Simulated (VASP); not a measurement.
# GaN (F-43m) in VASP: single point with PBEsol

Aim: the single point of GaN with PBEsol.

All numbers are computed with VASP 6.6.1; they aren't measurements. Logs are shortened: lines on timing, memory, paths and dates and some standing lists are left out, and cuts for length are marked.

### 1 The cell of the first run

It takes space group F-43m (No. 216, cubic). The conventional cell has a = 4.507 Å, b = 4.507 Å, c = 4.507 Å, α = 90.00°, β = 90.00°, γ = 90.00°. Ga (site symmetry -43m) has 4 N at 1.95 Å within 2.6 Å. Within 2.6 Å of N (site symmetry -43m) lie 4 Ga at 1.95 Å.

### 2 Single point, PBEsol

Input file INCAR:

```
PREC     = Accurate       # precision mode
ENCUT    = 600            # plane-wave cutoff, eV
EDIFF    = 1E-6           # SCF threshold, eV
ISMEAR   = 0              # smearing method
SIGMA    = 0.1            # smearing width, eV
LREAL    = False          # projectors in reciprocal space
LASPH    = True           # aspherical terms in the spheres
NELM     = 120            # most SCF steps
ALGO     = Normal         # electronic algorithm
ISIF     = 2              # what is computed and relaxed
LWAVE    = False          # write WAVECAR
LCHARG   = True           # write CHGCAR
GGA      = PS             # functional
LELF     = True           # ELF
LVHAR    = True         
NBANDS   = 16             # bands
GGA_COMPAT= False
```

Input file KPOINTS:

```
Automatic mesh
0
Gamma
  8 8 8
```

Input file POSCAR:

```
GaN
1.0
    0.0000000000      2.2535006100      2.2535006100
    2.2535006100      0.0000000000      2.2535006100
    2.2535006100      2.2535006100      0.0000000000
Ga N
1 1
Direct
    0.0000000000      0.0000000000      0.0000000000
    0.2500000000      0.2500000000      0.2500000000
```

Potentials or basis: VASP PAW PBE potentials, release 64 (Ga_d, N).

Run with:

```bash
> cat potpaw_PBE.64/Ga_d/POTCAR potpaw_PBE.64/N/POTCAR > POTCAR
> mpirun -np 1 vasp_std > vasp.out
```

OUTCAR:

```text
PREC = Accurate
   ENCUT = 600
   EDIFF = 1E-6
   ISMEAR = 0
   LREAL = False
   LASPH = True
   NELM = 120
   ISIF = 2
   GGA = PS

 ion  position               nearest neighbor table
   1  0.000  0.000  0.000-   2 1.95   2 1.95   2 1.95   2 1.95
   2  0.250  0.250  0.250-   1 1.95   1 1.95   1 1.95   1 1.95

  LATTYP: Found a face centered cubic cell.
 ALAT       =     4.5070012200

  Lattice vectors:

 A1 = (   0.0000000000,   2.2535006100,   2.2535006100)
 A2 = (   2.2535006100,   0.0000000000,   2.2535006100)
 A3 = (   2.2535006100,   2.2535006100,   0.0000000000)

Analysis of symmetry for initial positions (statically):
=====================================================================
 Subroutine PRICEL returns:
 Original cell was already a primitive cell.

 Routine SETGRP: Setting up the symmetry group for a
 face centered cubic supercell.

 Subroutine GETGRP returns: Found 24 space group operations
 (whereof 24 operations were pure point group operations)
 out of a pool of 48 trial point group operations.

The static configuration has the point symmetry T_d .

Analysis of symmetry for dynamics (positions and initial velocities):
=====================================================================
 Subroutine PRICEL returns:
 Original cell was already a primitive cell.

 Routine SETGRP: Setting up the symmetry group for a
 face centered cubic supercell.

 Subroutine GETGRP returns: Found 24 space group operations
 (whereof 24 operations were pure point group operations)
 out of a pool of 48 trial point group operations.

The dynamic configuration has the point symmetry T_d .

 Subroutine INISYM returns: Found 24 space group operations
 (whereof 24 operations are pure point group operations),
 and found     1 'primitive' translations

----------------------------------------------------------------------------------------

                                     Primitive cell

  volume of cell :      22.8877

  direct lattice vectors                    reciprocal lattice vectors
     0.000000000  2.253500610  2.253500610    -0.221877020  0.221877020  0.221877020
     2.253500610  0.000000000  2.253500610     0.221877020 -0.221877020  0.221877020
     2.253500610  2.253500610  0.000000000     0.221877020  0.221877020 -0.221877020

  length of vectors
     3.186931125  3.186931125  3.186931125     0.384302272  0.384302272  0.384302272

  position of ions in fractional coordinates (direct lattice)
     0.000000000  0.000000000  0.000000000
     0.250000000  0.250000000  0.250000000

  ion indices of the primitive-cell ions
   primitive index   ion index
                 1           1
                 2           2

----------------------------------------------------------------------------------------

 KPOINTS: Automatic mesh

Automatic generation of k-mesh.
 Grid dimensions read from file:
 generate k-points for:    8    8    8

 Generating k-lattice:

  Cartesian coordinates                     Fractional coordinates (reciprocal lattice)
    -0.027734628  0.027734628  0.027734628     0.125000000  0.000000000  0.000000000
     0.027734628 -0.027734628  0.027734628     0.000000000  0.125000000  0.000000000
     0.027734628  0.027734628 -0.027734628     0.000000000  0.000000000  0.125000000

  Length of vectors
     0.048037784  0.048037784  0.048037784

  Shift w.r.t. Gamma in fractional coordinates (k-lattice)
     0.000000000  0.000000000  0.000000000

 Subroutine IBZKPT returns following result:
 ===========================================

 Found     29 irreducible k-points:

 Following reciprocal coordinates:
            Coordinates               Weight
  0.000000  0.000000  0.000000      1.000000
  0.125000  0.000000  0.000000      8.000000
  0.250000  0.000000  0.000000      8.000000
  0.375000  0.000000  0.000000      8.000000
  0.500000  0.000000  0.000000      4.000000
  0.125000  0.125000  0.000000      6.000000
[... 16 lines left out ...]
  0.500000  0.250000  0.125000     48.000000
 -0.375000  0.250000  0.125000     24.000000
 [... further k-points ...]
   k-points           NKPTS =     29   k-points in BZ     NKDIM =     29   number of bands    NBANDS=     16
   number of dos      NEDOS =    301   number of ions     NIONS =      2
   total plane-waves  NPLWV =  21952
   dimension x,y,z NGX =    28 NGY =   28 NGZ =   28
   dimension x,y,z NGXF=    56 NGYF=   56 NGZF=   56
   ions per type =               1   1
   NGX,Y,Z   is equivalent  to a cutoff of  14.61, 14.61, 14.61 a.u.
   NGXF,Y,Z  is equivalent  to a cutoff of  29.21, 29.21, 29.21 a.u.
 SYSTEM =  unknown system
   PREC   = accura    normal or accurate (medium, high low for compatibility)
   ISTART =      0    job   : 0-new  1-cont  2-samecut
   ICHARG =      2    charge: 1-file 2-atom 10-const
   ISPIN  =      1    spin polarized calculation?
   LNONCOLLINEAR =      F non collinear calculations
   LSORBIT =      F    spin-orbit coupling
   LASPH  =      T    aspherical Exc in radial PAW
   ENCUT  =  600.0 eV  44.10 Ry    6.64 a.u.   6.37  6.37  6.37*2*pi/ulx,y,z
   NELM   =    120;   NELMIN=  2; NELMDL= -5     # of ELM steps
   EDIFF  = 0.1E-05   stopping-criterion for ELM
   LREAL  =      F    real-space projection
   EDIFFG = 0.1E-04   stopping-criterion for IOM
   NSW    =      0    number of steps for IOM
   IBRION =     -1    ionic relax: 0-MD 1-quasi-New 2-CG
   NFREE  =      0    steps in history (QN), initial steepest desc. (CG)
   ISIF   =      2    stress and relaxation
   ISYM   =      2    0-nonsym 1-usesym 2-fastsym
   POTIM  = 0.5000    time-step for ionic-motion
   TEBEG  =    0.0;   TEEND  =   0.0 temperature during run
   PSTRESS=    0.0 pullay stress
   NELECT =      18.0000    total number of electrons
   NUPDOWN=      -1.0000    fix difference up-down
   EMIN   =  10.00;   EMAX   =-10.00  energy-range for DOS
   EFERMI =   0.00;   METHOD = LEGACY
   ISMEAR =     0;   SIGMA  =   0.10  broadening in eV -4-tet -1-fermi 0-gaus
   EFERMI_NEDOS =   21; number of points for ismear=-14 and -15
   IALGO  =     38    algorithm
   IMIX   =      4    mixing-type and parameters
     AMIX     =   0.40;   BMIX     =  1.00
     AMIX_MAG =   1.60;   BMIX_MAG =  1.00
  volume/ion in A,a.u.               =      11.44        77.23
  Fermi-wavevector in a.u.,A,eV,Ry     =   1.511117  2.855596 31.068543  2.283473
  Thomas-Fermi vector in A             =   2.621216
   LORBIT       =      0    0 simple, 1 ext, 2 COOP (PROOUT), +10 PAW based schemes
   GGA     = PS    functional components
   LHFCALC =     F    Hartree Fock is set to
   AEXX    =    0.0000 exact exchange contribution
   IVDW    =     0    specifies the selected vdW correction
   LEPSILON=     F    determine dielectric tensor
   LRPA    =     F    only Hartree local field effects (RPA)
 non-spin polarized calculation
 Gauss-broadening in eV      SIGMA  =   0.10
  energy-cutoff  :      600.00
  volume of cell :       22.89
 maximum number of plane-waves:       778
 NGX is ok and might be reduce to    28
   NGX = 13   NGY = 13   NGZ = 13

 number of electron      18.0000005 magnetization

 Free energy of the ion-electron system (eV)
  ---------------------------------------------------
  ext. energy  EPLUGINS =         0.00000000
  ---------------------------------------------------
  free energy    TOTEN  =       -13.12320371 eV

  energy without entropy =      -13.12320371  energy(sigma->0) =      -13.12320371

 E-fermi :   5.6038     XC(G=0): -11.9020

 val. band max:        5.1497873478   @ k =   0.0000   0.0000   0.0000
 cond. band min:       6.8325548532   @ k =   0.0000   0.0000   0.0000
 fundamental gap:      1.6827675054
 Fermi energy:         5.6038196333

 k-point     1 :       0.0000    0.0000    0.0000
  band No.  band energies     occupation
      1     -10.7828      2.00000
      2      -8.2540      2.00000
      3      -8.2540      2.00000
      4      -8.2540      2.00000
      5      -7.9289      2.00000
      6      -7.9289      2.00000
[... 8 lines left out ...]
     15      23.8411      0.00000
     16      23.8412      0.00000

 k-point     2 :       0.1250    0.0000    0.0000
  band No.  band energies     occupation
      1     -10.6103      2.00000
      2      -8.2332      2.00000
      3      -8.2332      2.00000
      4      -8.1921      2.00000
      5      -7.9307      2.00000
      6      -7.9307      2.00000
[... 8 lines left out ...]
     15      22.2735      0.00000
     16      22.2735      0.00000

 k-point     3 :       0.2500    0.0000    0.0000
  band No.  band energies     occupation
      1     -10.2225      2.00000
      2      -8.1922      2.00000
      3      -8.1922      2.00000
      4      -7.9242      2.00000
      5      -7.9242      2.00000
      6      -7.8961      2.00000
[... 8 lines left out ...]
     15      21.8893      0.00000
     16      21.8893      0.00000

 k-point     4 :       0.3750    0.0000    0.0000
  band No.  band energies     occupation
      1      -9.9265      2.00000
      2      -8.1693      2.00000
      3      -8.1693      2.00000
      4      -7.8982      2.00000
      5      -7.8982      2.00000
      6      -7.2063      2.00000
[... 8 lines left out ...]
     15      23.2999      0.00000
     16      23.2999      0.00000
[... 324 lines left out ...]
 k-point    22 :       0.3750    0.2500    0.1250
  band No.  band energies     occupation
      1      -9.9811      2.00000
      2      -8.1489      2.00000
      3      -8.1291      2.00000
      4      -8.0132      2.00000
      5      -7.9009      2.00000
      6      -7.5366      2.00000
[... 8 lines left out ...]
     15      24.1364      0.00000
     16      26.3355      0.00000

 k-point    23 :       0.5000    0.2500    0.1250
  band No.  band energies     occupation
      1      -9.7939      2.00000
      2      -8.1433      2.00000
      3      -8.0976      2.00000
      4      -7.9776      2.00000
      5      -7.8941      2.00000
      6      -6.8313      2.00000
[... 8 lines left out ...]
     15      24.2201      0.00000
     16      26.1457      0.00000

 k-point    24 :      -0.3750    0.2500    0.1250
  band No.  band energies     occupation
      1      -9.7387      2.00000
      2      -8.1491      2.00000
      3      -8.0857      2.00000
      4      -7.9501      2.00000
      5      -7.8958      2.00000
      6      -6.3627      2.00000
[... 8 lines left out ...]
     15      23.8049      0.00000
     16      26.0758      0.00000

 [... further k-points ...]

------------------------ aborting loop because EDIFF is reached ----------------------------------------

  FORCE on cell =-STRESS in cart. coord.  units (eV):
  Direction    XX          YY          ZZ          XY          YZ          ZX
  --------------------------------------------------------------------------------------
  -------------------------------------------------------------------------------------
  Total       -0.2127186     -0.2127186     -0.2127186     -0.0000000      0.0000000     -0.0000000
  in kB      -14.8906290    -14.8906290    -14.8906290     -0.0000000      0.0000000     -0.0000000
  external PRESSURE =     -14.8906290 kB  Pullay stress =       0.0000000 kB

 VOLUME and BASIS-vectors are now :
 -----------------------------------------------------------------------------
  energy-cutoff  :      600.00
  volume of cell :       22.89
      direct lattice vectors                 reciprocal lattice vectors
     0.000000000  2.253500610  2.253500610    -0.221877020  0.221877020  0.221877020
     2.253500610  0.000000000  2.253500610     0.221877020 -0.221877020  0.221877020
     2.253500610  2.253500610  0.000000000     0.221877020  0.221877020 -0.221877020

 POSITION                                       TOTAL-FORCE (eV/Angst)
 -----------------------------------------------------------------------------------
      0.00000      0.00000      0.00000         0.000000     -0.000000      0.000000
      1.12675      1.12675      1.12675        -0.000000      0.000000     -0.000000
 -----------------------------------------------------------------------------------
    total drift:                                0.000000      0.000000      0.000000

  FREE ENERGIE OF THE ION-ELECTRON SYSTEM (eV)
  ---------------------------------------------------
  free  energy   TOTEN  =       -13.1232037131 eV

  energy  without entropy=      -13.1232037131  energy(sigma->0) =      -13.12320371
```

Run time: 31 s. Hardware: 1 thread of Intel Xeon 8259CL, shared host; peak memory 0.16 GiB.

Results:

| Item | Value |
| --- | --- |
| Free energy | -13.1232 eV |
| Pressure | -1.5 GPa |
| Band gap on the k mesh | 1.68 eV |

Caveat: the PAW data sets were made with another functional, which shifts forces and pressure a little.
